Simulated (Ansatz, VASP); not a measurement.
**Two plane-wave programs on SiMo3**

Contents of POSCAR:

```
SiMo3
1.0
    3.8674625842      0.0000000000      0.0000000000
    0.0000000000      3.8674625842      0.0000000000
    0.0000000000      0.0000000000      3.8674625842
Si Mo
1 3
Direct
    0.0000000000      0.0000000000      0.0000000000
    0.0000000000      0.5000000000      0.5000000000
    0.5000000000      0.0000000000      0.5000000000
    0.5000000000      0.5000000000      0.0000000000
```

INCAR.step1

```
  PREC = Accurate
  ENCUT = 600
  ISMEAR = 0
  SIGMA = 0.1
  LREAL = F
  LASPH = T
  NELM = 60
  GGA = PE
  ALGO = Normal
  EDIFF = 1E-4
  LWAVE = T
  LCHARG = F
```

File INCAR.step2:

```
  PREC = Accurate
  ENCUT = 600
  EDIFF = 1E-6
  ISMEAR = 0
  SIGMA = 0.1
  LREAL = F
  LASPH = T
  NELM = 60
  ALGO = Normal
  ISIF = 3
  LWAVE = F
  LCHARG = F
  METAGGA = R2SCAN
  LMIXTAU = T
  IBRION = 2
  NSW = 90
  EDIFFG = -0.04
  ISTART = 1
```

File KPOINTS:

```
regular mesh
0
Gamma
  4 4 4
```

Input for Ansatz:

```yaml
crystal:
  lattice:
    - [3.8674625842, 0.0, 0.0]
    - [0.0, 3.8674625842, 0.0]
    - [0.0, 0.0, 3.8674625842]
  atoms:
    - { symbol: Si, position: [0.0, 0.0, 0.0] }
    - { symbol: Mo, position: [0.0, 0.5, 0.5] }
    - { symbol: Mo, position: [0.5, 0.0, 0.5] }
    - { symbol: Mo, position: [0.5, 0.5, 0.0] }
basis:
  ecutwfc: 500
kpoints:
  mp_grid: { grid: [4, 4, 4] }
hamiltonian:
  xc: r2scan
scf:
  occupations: { method: gaussian, width: 0.1 }
  lower_state_search: "off"
output:
  forces: true
  stress: true
  eigenvalues: true
relax:
  adjacent_minimum: "off"
  f_tol: 0.04
  max_steps: 70
  cell: { stress_tol: 0.4 }
```

Alike in both runs: task relaxation of cell and atoms; functional r2SCAN; k mesh 4 × 4 × 4; occupations gaussian, width 0.1 eV; no spin polarisation.

|  | VASP | Ansatz |
| --- | --- | --- |
| version | VASP 6.6.1 | Ansatz 0.2.0 |
| potentials or method | VASP PAW PBE potentials, release 64 (Si, Mo_sv), cutoff 600 eV | scalar-relativistic, plane waves, PAW |
| valence electrons in the cell | 46 | 46 |

```csv
,VASP,Ansatz,Ansatz less VASP
"gap on the k mesh at the Fermi level, each at its own relaxed structure (eV)",none,none,-
relaxed volume (Å³/atom),14.86,14.82,-0.041
relaxed cell length with the largest relative difference (Å),3.903,3.900,-0.0036
```

VASP's potentials were made for PBE, not for r2SCAN. A gap of «none» marks a metal or a gap that the smearing closes.

The k mesh is coarse, so the values compare programs but aren't converged.
